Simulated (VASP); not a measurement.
# Ti (P6_3/mmc) in VASP: further runs

Runs on Ti. Level: LDA. Tasks: single point.

Everything below comes from runs of VASP 6.6.1. Logs are shortened: lines on timing, memory, paths and dates and some standing lists are left out, and cuts for length are marked.

**1. The cell of the first run**

It takes space group P6_3/mmc (No. 194, hexagonal). Conventional cell: a = 2.843 Å, b = 2.843 Å, c = 4.514 Å, α = 90.00°, β = 90.00°, γ = 120.00°. Within 3.7 Å of Ti (site symmetry -6m2) lie 12 Ti at 2.79 to 2.84 Å.

**2. Single point, LDA**

Contents of INCAR:

```
SYSTEM = Ti
PREC = Accurate
ENCUT = 520
EDIFF = 1E-7
ISMEAR = 1
SIGMA = 0.05
LREAL = .FALSE.
LASPH = .TRUE.
NELM = 100
ALGO = Normal
ISIF = 2
LWAVE = .FALSE.
LCHARG = .FALSE.
GGA = CA
NBANDS = 19
```

Contents of KPOINTS:

```
regular mesh
0
G
  8 8 5
  0 0 0
```

Contents of POSCAR:

```
Ti
1.0
    2.8433038866      0.0000000000      0.0000000000
   -1.4216519433      2.4623733965      0.0000000000
    0.0000000000      0.0000000000      4.5142124169
Ti
2
Direct
    0.3333333333      0.6666666667      0.2500000000
    0.6666666667      0.3333333333      0.7500000000
```

Potentials or basis: VASP PAW LDA potentials, release 64 (Ti_sv).

Run with:

```console
cat potpaw_LDA.64/Ti_sv/POTCAR > POTCAR
mpirun -np 1 vasp_std > vasp.out
```

OUTCAR:

```text
SYSTEM = Ti
   PREC = Accurate
   ENCUT = 520
   EDIFF = 1E-7
   ISMEAR = 1
   LREAL = .FALSE.
   LASPH = .TRUE.
   NELM = 100
   ISIF = 2
   GGA = CA

 ion  position               nearest neighbor table
   1  0.333  0.667  0.250-   2 2.79   2 2.79   2 2.79   2 2.79   2 2.79   2 2.79
   2  0.667  0.333  0.750-   1 2.79   1 2.79   1 2.79   1 2.79   1 2.79   1 2.79

  LATTYP: Found a hexagonal cell.
 ALAT       =     2.8433038866
 C/A-ratio  =     1.5876644203

  Lattice vectors:

 A1 = (   2.8433038866,   0.0000000000,   0.0000000000)
 A2 = (  -1.4216519433,   2.4623733965,   0.0000000000)
 A3 = (   0.0000000000,   0.0000000000,   4.5142124169)

Analysis of symmetry for initial positions (statically):
=====================================================================
 Subroutine PRICEL returns:
 Original cell was already a primitive cell.

 Routine SETGRP: Setting up the symmetry group for a
 hexagonal supercell.

 Subroutine GETGRP returns: Found 24 space group operations
 (whereof 12 operations were pure point group operations)
 out of a pool of 24 trial point group operations.

The static configuration has the point symmetry D_3d.
 The point group associated with its full space group is D_6h.

Analysis of symmetry for dynamics (positions and initial velocities):
=====================================================================
 Subroutine PRICEL returns:
 Original cell was already a primitive cell.

 Routine SETGRP: Setting up the symmetry group for a
 hexagonal supercell.

 Subroutine GETGRP returns: Found 24 space group operations
 (whereof 12 operations were pure point group operations)
 out of a pool of 24 trial point group operations.

The dynamic configuration has the point symmetry D_3d.
 The point group associated with its full space group is D_6h.

 Subroutine INISYM returns: Found 24 space group operations
 (whereof 12 operations are pure point group operations),
 and found     1 'primitive' translations

----------------------------------------------------------------------------------------

                                     Primitive cell

  volume of cell :      31.6052

  direct lattice vectors                    reciprocal lattice vectors
     2.843303887  0.000000000  0.000000000     0.351703525  0.203056125  0.000000000
    -1.421651943  2.462373396  0.000000000     0.000000000  0.406112250  0.000000000
     0.000000000  0.000000000  4.514212417     0.000000000  0.000000000  0.221522584

  length of vectors
     2.843303887  2.843303887  4.514212417     0.406112250  0.406112250  0.221522584

  position of ions in fractional coordinates (direct lattice)
     0.333333333  0.666666667  0.250000000
     0.666666667  0.333333333  0.750000000

  ion indices of the primitive-cell ions
   primitive index   ion index
                 1           1
                 2           2

----------------------------------------------------------------------------------------

 KPOINTS: regular mesh

Automatic generation of k-mesh.
 Grid dimensions read from file:
 generate k-points for:    8    8    5

 Generating k-lattice:

  Cartesian coordinates                     Fractional coordinates (reciprocal lattice)
     0.043962941  0.025382016  0.000000000     0.125000000  0.000000000  0.000000000
     0.000000000  0.050764031  0.000000000     0.000000000  0.125000000  0.000000000
     0.000000000  0.000000000  0.044304517     0.000000000  0.000000000  0.200000000

  Length of vectors
     0.050764031  0.050764031  0.044304517

  Shift w.r.t. Gamma in fractional coordinates (k-lattice)
     0.000000000  0.000000000  0.000000000

 Subroutine IBZKPT returns following result:
 ===========================================

 Found     30 irreducible k-points:

 Following reciprocal coordinates:
            Coordinates               Weight
  0.000000  0.000000  0.000000      1.000000
  0.125000  0.000000  0.000000      6.000000
  0.250000  0.000000  0.000000      6.000000
  0.375000  0.000000  0.000000      6.000000
  0.500000  0.000000  0.000000      3.000000
  0.125000  0.125000  0.000000      6.000000
[... 16 lines left out ...]
  0.250000  0.000000  0.400000     12.000000
  0.375000  0.000000  0.400000     12.000000
 [... further k-points ...]
   k-points           NKPTS =     30   k-points in BZ     NKDIM =     30   number of bands    NBANDS=     19
   number of dos      NEDOS =    301   number of ions     NIONS =      2
   total plane-waves  NPLWV =  20736
   dimension x,y,z NGX =    24 NGY =   24 NGZ =   36
   dimension x,y,z NGXF=    48 NGYF=   48 NGZF=   72
   ions per type =               2
   NGX,Y,Z   is equivalent  to a cutoff of  14.03, 14.03, 13.26 a.u.
   NGXF,Y,Z  is equivalent  to a cutoff of  28.07, 28.07, 26.52 a.u.
 SYSTEM =  Ti
   PREC   = accura    normal or accurate (medium, high low for compatibility)
   ISTART =      0    job   : 0-new  1-cont  2-samecut
   ICHARG =      2    charge: 1-file 2-atom 10-const
   ISPIN  =      1    spin polarized calculation?
   LNONCOLLINEAR =      F non collinear calculations
   LSORBIT =      F    spin-orbit coupling
   LASPH  =      T    aspherical Exc in radial PAW
   ENCUT  =  520.0 eV  38.22 Ry    6.18 a.u.   5.29  5.29  8.39*2*pi/ulx,y,z
   NELM   =    100;   NELMIN=  2; NELMDL= -5     # of ELM steps
   EDIFF  = 0.1E-06   stopping-criterion for ELM
   LREAL  =      F    real-space projection
   EDIFFG = 0.1E-05   stopping-criterion for IOM
   NSW    =      0    number of steps for IOM
   IBRION =     -1    ionic relax: 0-MD 1-quasi-New 2-CG
   NFREE  =      0    steps in history (QN), initial steepest desc. (CG)
   ISIF   =      2    stress and relaxation
   ISYM   =      2    0-nonsym 1-usesym 2-fastsym
   POTIM  = 0.5000    time-step for ionic-motion
   TEBEG  =    0.0;   TEEND  =   0.0 temperature during run
   PSTRESS=    0.0 pullay stress
   NELECT =      24.0000    total number of electrons
   NUPDOWN=      -1.0000    fix difference up-down
   EMIN   =  10.00;   EMAX   =-10.00  energy-range for DOS
   EFERMI =   0.00;   METHOD = LEGACY
   ISMEAR =     1;   SIGMA  =   0.05  broadening in eV -4-tet -1-fermi 0-gaus
   EFERMI_NEDOS =   21; number of points for ismear=-14 and -15
   IALGO  =     38    algorithm
   IMIX   =      4    mixing-type and parameters
     AMIX     =   0.40;   BMIX     =  1.00
     AMIX_MAG =   1.60;   BMIX_MAG =  1.00
  volume/ion in A,a.u.               =      15.80       106.64
  Fermi-wavevector in a.u.,A,eV,Ry     =   1.493570  2.822438 30.351206  2.230751
  Thomas-Fermi vector in A             =   2.605953
   LORBIT       =      0    0 simple, 1 ext, 2 COOP (PROOUT), +10 PAW based schemes
   GGA     = CA    functional components
   LHFCALC =     F    Hartree Fock is set to
   AEXX    =    0.0000 exact exchange contribution
   IVDW    =     0    specifies the selected vdW correction
   LEPSILON=     F    determine dielectric tensor
   LRPA    =     F    only Hartree local field effects (RPA)
 non-spin polarized calculation
 Methfessel and Paxton  Order N= 1 SIGMA  =   0.05
  energy-cutoff  :      520.00
  volume of cell :       31.61
 maximum number of plane-waves:       868
 NGX is ok and might be reduce to    24
   NGX = 11   NGY = 11   NGZ = 17

 number of electron      24.0000005 magnetization

 Free energy of the ion-electron system (eV)
  ---------------------------------------------------
  ext. energy  EPLUGINS =         0.00000000
  ---------------------------------------------------
  free energy    TOTEN  =       -17.09340353 eV

  energy without entropy =      -17.09307910  energy(sigma->0) =      -17.09329539

 E-fermi :   9.1874     XC(G=0): -12.2448

 val. band max:        9.1774831221   @ k =   0.1250   0.0000   0.4000
 cond. band min:       9.2035586028   @ k =   0.3750   0.2500   0.2000
 fundamental gap:      0.0260754806
 Fermi energy:         9.1873985289

 k-point     1 :       0.0000    0.0000    0.0000
  band No.  band energies     occupation
      1     -46.9015      2.00000
      2     -46.6926      2.00000
      3     -24.0008      2.00000
      4     -23.1172      2.00000
      5     -23.1172      2.00000
      6     -23.0185      2.00000
[... 11 lines left out ...]
     18      10.8830      0.00000
     19      12.6220      0.00000

 k-point     2 :       0.1250    0.0000    0.0000
  band No.  band energies     occupation
      1     -46.8784      2.00000
      2     -46.6834      2.00000
      3     -23.9538      2.00000
      4     -23.2145      2.00000
      5     -23.1490      2.00000
      6     -23.0815      2.00000
[... 11 lines left out ...]
     18      10.7956      0.00000
     19      12.7559      0.00000

 k-point     3 :       0.2500    0.0000    0.0000
  band No.  band energies     occupation
      1     -46.8195      2.00000
      2     -46.6637      2.00000
      3     -23.8275      2.00000
      4     -23.4517      2.00000
      5     -23.3115      2.00000
      6     -23.2210      2.00000
[... 11 lines left out ...]
     18      11.6146      0.00000
     19      12.9582      0.00000

 k-point     4 :       0.3750    0.0000    0.0000
  band No.  band energies     occupation
      1     -46.7529      2.00000
      2     -46.6510      2.00000
      3     -23.6904      2.00000
      4     -23.6668      2.00000
      5     -23.5283      2.00000
      6     -23.2891      2.00000
[... 11 lines left out ...]
     18      12.5983      0.00000
     19      13.0750      0.00000

 k-point     5 :       0.5000    0.0000    0.0000
  band No.  band energies     occupation
      1     -46.7193      2.00000
      2     -46.6516      2.00000
      3     -23.7890      2.00000
      4     -23.6151      2.00000
      5     -23.5725      2.00000
      6     -23.3165      2.00000
[... 11 lines left out ...]
     18      13.1375      0.00000
     19      14.0720      0.00000
[... 334 lines left out ...]
      2     -46.7658      2.00000
      3     -23.6723      2.00000
      4     -23.3691      2.00000
      5     -23.0706      2.00000
      6     -23.0706      2.00000
[... 11 lines left out ...]
     18      11.9279      0.00000
     19      12.4500      0.00000

 k-point    22 :       0.1250    0.0000    0.4000
  band No.  band energies     occupation
      1     -46.8118      2.00000
      2     -46.7516      2.00000
      3     -23.6690      2.00000
      4     -23.4062      2.00000
      5     -23.1448      2.00000
      6     -23.0958      2.00000
[... 11 lines left out ...]
     18      11.9856      0.00000
     19      12.4470      0.00000

 k-point    23 :       0.2500    0.0000    0.4000
  band No.  band energies     occupation
      1     -46.7661      2.00000
      2     -46.7180      2.00000
      3     -23.7022      2.00000
      4     -23.5545      2.00000
      5     -23.2748      2.00000
      6     -23.1622      2.00000
[... 11 lines left out ...]
     18      12.2416      0.00000
     19      12.4820      0.00000

 k-point    24 :       0.3750    0.0000    0.4000
  band No.  band energies     occupation
      1     -46.7178      2.00000
      2     -46.6863      2.00000
      3     -23.8203      2.00000
      4     -23.7452      2.00000
      5     -23.3096      2.00000
      6     -23.2127      2.00000
[... 11 lines left out ...]
     18      12.7016      0.00000
     19      12.7860      0.00000

 [... further k-points ...]
[... 5 lines left out ...]
  --------------------------------------------------------------------------------------
  -------------------------------------------------------------------------------------
  Total        0.4603553      0.4603553      0.5389665      0.0000000      0.0000000     -0.0000000
  in kB       23.3369746     23.3369746     27.3220444      0.0000000      0.0000000     -0.0000000
  external PRESSURE =      24.6653312 kB  Pullay stress =       0.0000000 kB

 VOLUME and BASIS-vectors are now :
 -----------------------------------------------------------------------------
  energy-cutoff  :      520.00
  volume of cell :       31.61
      direct lattice vectors                 reciprocal lattice vectors
     2.843303887  0.000000000  0.000000000     0.351703525  0.203056125  0.000000000
    -1.421651943  2.462373396  0.000000000     0.000000000  0.406112250  0.000000000
     0.000000000  0.000000000  4.514212417     0.000000000  0.000000000  0.221522584

 POSITION                                       TOTAL-FORCE (eV/Angst)
 -----------------------------------------------------------------------------------
     -0.00000      1.64158      1.12855         0.000000     -0.000000      0.000000
      1.42165      0.82079      3.38566        -0.000000      0.000000      0.000000
 -----------------------------------------------------------------------------------
    total drift:                               -0.000000      0.000000     -0.000000

  FREE ENERGIE OF THE ION-ELECTRON SYSTEM (eV)
  ---------------------------------------------------
  free  energy   TOTEN  =       -17.0934035287 eV

  energy  without entropy=      -17.0930791031  energy(sigma->0) =      -17.09329539
```

It took 14 s on 1 thread of Intel Xeon Platinum 8259CL at 2.50GHz (Skylake/Cascade Lake), shared host; peak memory 0.14 GiB.

What came out:

```
Free energy            : -17.0934 eV
Pressure               : 2.5 GPa
Band gap on the k mesh : zero (bands 12 and 13 overlap by 0.99 eV)
```

Levels at points of the mesh, in eV from the Fermi level:
| k point | band 10 | band 11 | band 12 | band 13 | band 14 | band 15 |
| --- | --- | --- | --- | --- | --- | --- |
| (0.00, 0.00, 0.00) | -2.98 | 0.73 | 0.73 | 0.85 | 1.09 | 1.30 |
| (0.50, 0.00, 0.00) | -2.50 | -2.17 | -0.48 | 0.39 | 0.63 | 1.23 |

**3. Single point, LDA**

This run uses another cell than the first one, of 16.10 Å³/atom.

Contents of INCAR:

```
SYSTEM = Ti
ALGO     = Normal         ! electronic algorithm
EDIFF    = 1E-7           ! SCF threshold, eV
ENCUT    = 520            ! plane-wave cutoff, eV
ISIF     = 2              ! what is computed and relaxed
ISMEAR   = 1              ! smearing method
LASPH    = .TRUE.         ! aspherical terms in the spheres
LCHARG   = .TRUE.         ! write CHGCAR
LELF     = .TRUE.         ! ELF
LREAL    = .FALSE.        ! projectors in reciprocal space
LVHAR    = .TRUE.       
LWAVE    = .FALSE.        ! write WAVECAR
NBANDS   = 19             ! bands
NELM     = 60             ! most SCF steps
PREC     = Accurate       ! precision mode
SIGMA    = 0.05           ! smearing width, eV
```

Contents of KPOINTS:

```
k-points
0
G
  8 8 4
  0 0 0
```

Contents of POSCAR:

```
Ti
1.0
    2.8680954173      0.0000000000      0.0000000000
   -1.4340477086      2.4838434918      0.0000000000
    0.0000000000      0.0000000000      4.5193992637
Ti
2
Direct
    0.3333333333      0.6666666667      0.2500000000
    0.6666666667      0.3333333333      0.7500000000
```

Potentials or basis: VASP PAW LDA potentials, release 64 (Ti_sv).

Run with:

```console
cat potpaw_LDA.64/Ti_sv/POTCAR > POTCAR
mpirun -np 1 vasp_std > vasp.out
```

It took 15 s on 1 thread of Intel Xeon Platinum 8259CL at 2.50GHz (Skylake/Cascade Lake), shared host; peak memory 0.14 GiB.

Results (log left out):

* Free energy: -17.1199 eV
* Pressure: -0.2 GPa
* Band gap on the k mesh: zero (bands 12 and 13 overlap by 0.93 eV)

Levels at points of the mesh, in eV from the Fermi level:
```csv
k point,band 10,band 11,band 12,band 13,band 14,band 15
"(0.00, 0.00, 0.00)",-2.90,0.73,0.73,0.92,1.13,1.30
"(0.50, 0.00, 0.00)",-2.44,-2.09,-0.52,0.38,0.67,1.26
"(0.00, 0.00, 0.50)",-4.36,0.07,0.07,0.62,0.62,0.62
"(0.50, 0.00, 0.50)",-2.78,-0.95,-0.95,1.58,1.58,1.78
```

**4. Single point, LDA**

This run uses another cell than the first one, of 16.13 Å³/atom.

Contents of INCAR:

```
  PREC = Accurate
  ENCUT = 520
  EDIFF = 1E-6
  ISMEAR = 1
  SIGMA = 0.05
  LREAL = F
  LASPH = T
  NELM = 60
  ALGO = Normal
  ISIF = 2
  LWAVE = F
  LCHARG = F
  GGA = CA
  NBANDS = 19
```

Contents of KPOINTS:

```
Automatic mesh
0
Gamma
  8 8 5
```

Contents of POSCAR:

```
Ti
1.0
    2.8625159821      0.0000000000      0.0000000000
   -1.4312579911      2.4790115592      0.0000000000
    0.0000000000      0.0000000000      4.5447147774
Ti
2
Direct
    0.3333333333      0.6666666667      0.2500000000
    0.6666666667      0.3333333333      0.7500000000
```

Run with:

```console
cat potpaw_LDA.64/Ti_sv/POTCAR > POTCAR
mpirun -np 1 vasp_std > vasp.out
```

Run time: 13 s. Hardware: 1 thread of Intel Xeon Platinum 8259CL at 2.50GHz (Skylake/Cascade Lake), shared host; peak memory 0.14 GiB.

The run converged. Its results:

* Free energy: -17.0982 eV
* Pressure: -0.1 GPa
* Band gap on the k mesh: zero (bands 12 and 13 overlap by 0.97 eV)

Levels at points of the mesh, in eV from the Fermi level:
| k point | band 10 | band 11 | band 12 | band 13 | band 14 | band 15 |
| --- | --- | --- | --- | --- | --- | --- |
| (0.00, 0.00, 0.00) | -2.93 | 0.72 | 0.72 | 0.84 | 1.02 | 1.28 |
| (0.50, 0.00, 0.00) | -2.45 | -2.12 | -0.51 | 0.39 | 0.61 | 1.20 |

**5. Single point, LDA**

This run uses another cell than the first one, of 16.13 Å³/atom.

Contents of INCAR:

```
SYSTEM = Ti
PREC = Accurate
ENCUT = 520
EDIFF = 1E-7
ISMEAR = 1
SIGMA = 0.05
LREAL = .FALSE.
LASPH = .TRUE.
NELM = 60
ALGO = Normal
ISIF = 2
LWAVE = .FALSE.
LCHARG = .FALSE.
NBANDS = 19
```

Contents of KPOINTS:

```
Automatic mesh
0
G
  8 8 5
  0 0 0
```

POSCAR is that of step 4.

Run with:

```console
cat potpaw_LDA.64/Ti_sv/POTCAR > POTCAR
mpirun -np 1 vasp_std > vasp.out
```

Wall time 14 s (1 thread of Intel Xeon Platinum 8259CL at 2.50GHz (Skylake/Cascade Lake), shared host); peak memory 0.14 GiB.

It converged, with:

| Item | Value |
| --- | --- |
| Free energy | -17.0982 eV |
| Pressure | -0.2 GPa |
| Band gap on the k mesh | zero (bands 12 and 13 overlap by 0.97 eV) |

Levels at points of the mesh, in eV from the Fermi level:
```csv
k point,band 10,band 11,band 12,band 13,band 14,band 15
"(0.00, 0.00, 0.00)",-2.92,0.72,0.72,0.84,1.02,1.28
"(0.50, 0.00, 0.00)",-2.45,-2.12,-0.51,0.39,0.61,1.20
```

**6. Overview**

```tsv
cell	k mesh	gap on the mesh (eV)	pressure (GPa)
a = 2.843, b = 2.843, c = 4.514 Å, angles 90.0, 90.0, 120.0°, 2 atoms	8 × 8 × 5	none	2.5
a = 2.868, b = 2.868, c = 4.519 Å, angles 90.0, 90.0, 120.0°, 2 atoms	8 × 8 × 4	none	-0.2
a = 2.863, b = 2.863, c = 4.545 Å, angles 90.0, 90.0, 120.0°, 2 atoms	8 × 8 × 5	none	-0.2
```

Alike in all rows: task single point; level LDA; potentials or basis VASP PAW LDA potentials, release 64 (Ti_sv); no spin polarisation; cutoff (eV) 520; smearing methfessel-paxton 0.05 eV.

Total energies depend on the potentials used, so only differences within one code and one set of settings carry meaning.
